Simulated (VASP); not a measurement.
# HfO2 (Fm-3m) in VASP: notebook

HfO2 is run at these levels: PBE; tasks: single point.

Program: VASP 6.6.1. These are calculated values, not measurements. Logs are shortened: lines on timing, memory, paths and dates and some standing lists are left out, and cuts for length are marked.

### Step 1. The cell of the first run

The structure is cubic, space group Fm-3m (No. 225). The conventional cell has a = 5.115 Å, b = 5.115 Å, c = 5.115 Å, α = 90.00°, β = 90.00°, γ = 90.00°. Hf (site symmetry m-3m) has 8 O at 2.21 Å within 2.9 Å. Within 2.9 Å of O (site symmetry -43m) lie 4 Hf at 2.21 Å and 6 O at 2.56 Å.

### Step 2. Single point, PBE

File INCAR:

```
  PREC = Accurate
  ENCUT = 520
  EDIFF = 1E-6
  ISMEAR = 0
  SIGMA = 0.012
  LREAL = False
  LASPH = True
  NELM = 60
  ALGO = Normal
  ISIF = 2
  LWAVE = False
  LCHARG = True
  GGA = PE
  LELF = True
  LVHAR = True
  NBANDS = 18
```

File KPOINTS:

```
Automatic mesh
0
Gamma
  9 9 9
```

File POSCAR:

```
HfO2
1.0
    0.0000000000      2.5575000000      2.5575000000
    2.5575000000      0.0000000000      2.5575000000
    2.5575000000      2.5575000000      0.0000000000
Hf O
1 2
Direct
    0.0000000000      0.0000000000      0.0000000000
    0.7500000000      0.7500000000      0.7500000000
    0.2500000000      0.2500000000      0.2500000000
```

Potentials or basis: VASP PAW PBE potentials, release 64 (Hf_pv, O).

On the command line:

```bash
$ cat potpaw_PBE.64/Hf_pv/POTCAR potpaw_PBE.64/O/POTCAR > POTCAR
$ mpirun -np 1 vasp_std > vasp.out
```

OUTCAR:

```text
PREC = Accurate
   ENCUT = 520
   EDIFF = 1E-6
   ISMEAR = 0
   LREAL = False
   LASPH = True
   NELM = 60
   ISIF = 2
   GGA = PE

 ion  position               nearest neighbor table
   1  0.000  0.000  0.000-   2 2.21   2 2.21   2 2.21   2 2.21   3 2.21   3 2.21   3 2.21   3 2.21

   2  0.750  0.750  0.750-   1 2.21   1 2.21   1 2.21   1 2.21
   3  0.250  0.250  0.250-   1 2.21   1 2.21   1 2.21   1 2.21

  LATTYP: Found a face centered cubic cell.
 ALAT       =     5.1150000000

  Lattice vectors:

 A1 = (   0.0000000000,   2.5575000000,   2.5575000000)
 A2 = (   2.5575000000,   0.0000000000,   2.5575000000)
 A3 = (   2.5575000000,   2.5575000000,   0.0000000000)

Analysis of symmetry for initial positions (statically):
=====================================================================
 Subroutine PRICEL returns:
 Original cell was already a primitive cell.

 Routine SETGRP: Setting up the symmetry group for a
 face centered cubic supercell.

 Subroutine GETGRP returns: Found 48 space group operations
[... 9 lines left out ...]

 Routine SETGRP: Setting up the symmetry group for a
 face centered cubic supercell.

 Subroutine GETGRP returns: Found 48 space group operations
[... 11 lines left out ...]
                                     Primitive cell

  volume of cell :      33.4562

  direct lattice vectors                    reciprocal lattice vectors
     0.000000000  2.557500000  2.557500000    -0.195503421  0.195503421  0.195503421
     2.557500000  0.000000000  2.557500000     0.195503421 -0.195503421  0.195503421
     2.557500000  2.557500000  0.000000000     0.195503421  0.195503421 -0.195503421

  length of vectors
     3.616851186  3.616851186  3.616851186     0.338621859  0.338621859  0.338621859

  position of ions in fractional coordinates (direct lattice)
     0.000000000  0.000000000  0.000000000
     0.750000000  0.750000000  0.750000000
     0.250000000  0.250000000  0.250000000

  ion indices of the primitive-cell ions
   primitive index   ion index
                 1           1
                 2           2
                 3           3

----------------------------------------------------------------------------------------

 KPOINTS: Automatic mesh

Automatic generation of k-mesh.
 Grid dimensions read from file:
 generate k-points for:    9    9    9

 Generating k-lattice:

[... 51 lines left out ...]
 SYSTEM =  unknown system
   PREC   = accura    normal or accurate (medium, high low for compatibility)
   ISTART =      0    job   : 0-new  1-cont  2-samecut
   ICHARG =      2    charge: 1-file 2-atom 10-const
   ISPIN  =      1    spin polarized calculation?
   LNONCOLLINEAR =      F non collinear calculations
   LSORBIT =      F    spin-orbit coupling
   LASPH  =      T    aspherical Exc in radial PAW
   ENCUT  =  520.0 eV  38.22 Ry    6.18 a.u.   6.72  6.72  6.72*2*pi/ulx,y,z
   NELM   =     60;   NELMIN=  2; NELMDL= -5     # of ELM steps
   EDIFF  = 0.1E-05   stopping-criterion for ELM
   LREAL  =      F    real-space projection
   EDIFFG = 0.1E-04   stopping-criterion for IOM
   NSW    =      0    number of steps for IOM
   IBRION =     -1    ionic relax: 0-MD 1-quasi-New 2-CG
   NFREE  =      0    steps in history (QN), initial steepest desc. (CG)
   ISIF   =      2    stress and relaxation
   ISYM   =      2    0-nonsym 1-usesym 2-fastsym
   POTIM  = 0.5000    time-step for ionic-motion
   TEBEG  =    0.0;   TEEND  =   0.0 temperature during run
   PSTRESS=    0.0 pullay stress
   NELECT =      22.0000    total number of electrons
   NUPDOWN=      -1.0000    fix difference up-down
   EMIN   =  10.00;   EMAX   =-10.00  energy-range for DOS
   EFERMI =   0.00;   METHOD = LEGACY
   ISMEAR =     0;   SIGMA  =   0.01  broadening in eV -4-tet -1-fermi 0-gaus
   EFERMI_NEDOS =   21; number of points for ismear=-14 and -15
   IALGO  =     38    algorithm
   IMIX   =      4    mixing-type and parameters
     AMIX     =   0.40;   BMIX     =  1.00
     AMIX_MAG =   1.60;   BMIX_MAG =  1.00
  volume/ion in A,a.u.               =      11.15        75.26
  Fermi-wavevector in a.u.,A,eV,Ry     =   1.423607  2.690227 27.574337  2.026657
  Thomas-Fermi vector in A             =   2.544186
   LORBIT       =      0    0 simple, 1 ext, 2 COOP (PROOUT), +10 PAW based schemes
   GGA     = PE    functional components
   LHFCALC =     F    Hartree Fock is set to
   AEXX    =    0.0000 exact exchange contribution
   IVDW    =     0    specifies the selected vdW correction
   LEPSILON=     F    determine dielectric tensor
   LRPA    =     F    only Hartree local field effects (RPA)
 non-spin polarized calculation
 Gauss-broadening in eV      SIGMA  =   0.01
  energy-cutoff  :      520.00
  volume of cell :       33.46
 maximum number of plane-waves:       914
   NGX = 13   NGY = 13   NGZ = 13

 number of electron      21.9999993 magnetization

 Free energy of the ion-electron system (eV)
  ---------------------------------------------------
  ext. energy  EPLUGINS =         0.00000000
  ---------------------------------------------------
  free energy    TOTEN  =       -30.23356050 eV

  energy without entropy =      -30.23356050  energy(sigma->0) =      -30.23356050

 E-fermi :   4.1212     XC(G=0): -11.6975

 val. band max:        4.0047842344   @ k =  -0.4444   0.4444   0.0000
 cond. band min:       7.8401339537   @ k =   0.4444   0.4444   0.0000
 fundamental gap:      3.8353497193
 Fermi energy:         4.1212027696

 k-point     1 :       0.0000    0.0000    0.0000
  band No.  band energies     occupation
      1     -25.7562      2.00000
      2     -25.7562      2.00000
      3     -25.7562      2.00000
      4     -14.5140      2.00000
      5     -11.6119      2.00000
      6      -1.1274      2.00000
[... 481 lines left out ...]
      5     -12.5660      2.00000
      6      -2.1108      2.00000
[... 10 lines left out ...]
     17      15.8275      0.00000
     18      17.3608      0.00000

 [... further k-points ...]
[... 5 lines left out ...]
  --------------------------------------------------------------------------------------
  -------------------------------------------------------------------------------------
  Total       -1.2508624     -1.2508624     -1.2508624      0.0000000      0.0000000     -0.0000000
  in kB      -59.9022591    -59.9022591    -59.9022591      0.0000000      0.0000000     -0.0000000
  external PRESSURE =     -59.9022591 kB  Pullay stress =       0.0000000 kB

 VOLUME and BASIS-vectors are now :
 -----------------------------------------------------------------------------
  energy-cutoff  :      520.00
  volume of cell :       33.46
      direct lattice vectors                 reciprocal lattice vectors
     0.000000000  2.557500000  2.557500000    -0.195503421  0.195503421  0.195503421
     2.557500000  0.000000000  2.557500000     0.195503421 -0.195503421  0.195503421
     2.557500000  2.557500000  0.000000000     0.195503421  0.195503421 -0.195503421

 POSITION                                       TOTAL-FORCE (eV/Angst)
 -----------------------------------------------------------------------------------
      0.00000      0.00000      0.00000         0.000000      0.000000     -0.000000
      3.83625      3.83625      3.83625         0.000000      0.000000      0.000000
      1.27875      1.27875      1.27875        -0.000000     -0.000000     -0.000000
 -----------------------------------------------------------------------------------
    total drift:                                0.000000      0.000000      0.000000

  FREE ENERGIE OF THE ION-ELECTRON SYSTEM (eV)
  ---------------------------------------------------
  free  energy   TOTEN  =       -30.2335604961 eV

  energy  without entropy=      -30.2335604961  energy(sigma->0) =      -30.23356050
```

stdout:

```text
POSCAR found type information on POSCAR HfO
 POSCAR found :  2 types and       3 ions
 scaLAPACK will be used
 LDA part: xc-table for (Slater+PW92), standard interpolation
 POSCAR, INCAR and KPOINTS ok, starting setup
 FFT: planning ... GRIDC
 FFT: planning ... GRID_SOFT
 FFT: planning ... GRID
 WAVECAR not read
 entering main loop
```

It took 13 s on 1 thread of Intel Xeon 6975P-C (Granite Rapids), shared host; peak memory 0.16 GiB.

What came out:

- Free energy: -30.2336 eV
- Pressure: -6.0 GPa
- Band gap on the k mesh: 3.84 eV, indirect (least direct gap 3.95 eV)

Caveat: spin-orbit coupling is left out, which moves the levels of the heavy elements. As with any semilocal functional, this PBE gap is likely too small.

### Step 3. Single point, PBE

File INCAR:

```
SYSTEM = HfO2
PREC     = Accurate       ! precision mode
ENCUT    = 520            ! plane-wave cutoff, eV
EDIFF    = 1E-6           ! SCF threshold, eV
ISMEAR   = 0              ! smearing method
SIGMA    = 0.013000000000000001 ! smearing width, eV
LREAL    = .FALSE.        ! projectors in reciprocal space
LASPH    = .TRUE.         ! aspherical terms in the spheres
NELM     = 100            ! most SCF steps
ALGO     = Normal         ! electronic algorithm
ISIF     = 2              ! what is computed and relaxed
LWAVE    = .FALSE.        ! write WAVECAR
LCHARG   = .TRUE.         ! write CHGCAR
GGA      = PE             ! functional
LELF     = .TRUE.         ! ELF
LVHAR    = .TRUE.       
NBANDS   = 18             ! bands
```

File KPOINTS:

```
Automatic mesh
0
G
  9 9 9
  0 0 0
```

POSCAR is that of step 2.

Potentials or basis: VASP PAW PBE potentials, release 64 (Hf_pv, O).

On the command line:

```bash
$ cat potpaw_PBE.64/Hf_pv/POTCAR potpaw_PBE.64/O/POTCAR > POTCAR
$ mpirun -np 1 vasp_std > vasp.out
```

Wall time 14 s (1 thread of Intel Xeon 6975P-C (Granite Rapids), shared host); peak memory 0.16 GiB.

The run converged. Its results:

| Quantity | Value |
| --- | --- |
| Free energy | -30.2336 eV |
| Pressure | -6.0 GPa |
| Band gap on the k mesh | 3.84 eV, indirect (least direct gap 3.95 eV) |

Levels at points of the mesh, in eV from the valence-band top:
```
           k point  band 8  band 9  band 10  band 11  band 12  band 13  band 14  band 15
(0.00, 0.00, 0.00)   -5.13   -0.54    -0.54    -0.54     3.86     3.86     5.67    10.14
```

Caveat: spin-orbit coupling is left out, which moves the levels of the heavy elements.

### Step 4. Single point, PBE

File INCAR:

```
SYSTEM = HfO2
ALGO = Normal
EDIFF = 1E-6
ENCUT = 520
GGA = PE
ISIF = 2
ISMEAR = 0
LASPH = .TRUE.
LCHARG = .FALSE.
LREAL = .FALSE.
LWAVE = .FALSE.
NBANDS = 18
NELM = 100
PREC = Accurate
SIGMA = 0.014
```

File KPOINTS:

```
k-points
0
G
  9 9 9
  0 0 0
```

POSCAR is that of step 3.

On the command line:

```bash
$ cat potpaw_PBE.64/Hf_pv/POTCAR potpaw_PBE.64/O/POTCAR > POTCAR
$ mpirun -np 1 vasp_std > vasp.out
```

Run time: 12 s. Hardware: 1 thread of Intel Xeon 6975P-C (Granite Rapids), shared host; peak memory 0.17 GiB.

It converged, with:

```
Free energy            : -30.2336 eV
Pressure               : -6.0 GPa
Band gap on the k mesh : 3.84 eV, indirect (least direct gap 3.95 eV)
```

Levels at points of the mesh, in eV from the valence-band top:
| k point | band 7 | band 8 | band 9 | band 10 | band 11 | band 12 | band 13 | band 14 | band 15 | band 16 |
| --- | --- | --- | --- | --- | --- | --- | --- | --- | --- | --- |
| (0.00, 0.00, 0.00) | -5.13 | -5.13 | -0.54 | -0.54 | -0.54 | 3.86 | 3.86 | 5.67 | 10.14 | 10.14 |

Caveat: spin-orbit coupling is left out, which moves the levels of the heavy elements.

### Step 5. Overview

| smearing | gap on the mesh (eV) | pressure (GPa) |
| --- | --- | --- |
| gaussian 0.012 eV | 3.84 | -6.0 |
| gaussian 0.013 eV | 3.84 | -6.0 |
| gaussian 0.014 eV | 3.84 | -6.0 |

Alike in all rows: task single point; level PBE; potentials or basis VASP PAW PBE potentials, release 64 (Hf_pv, O); no spin polarisation; cell as given; k mesh 9 × 9 × 9; cutoff (eV) 520.

On the cell as given the gap runs from 3.84 eV (PBE) to 3.84 eV (PBE).

Caveats: spin-orbit coupling is left out, which moves the levels of the heavy elements.

Absolute energies hang on the potentials; compare differences alone.
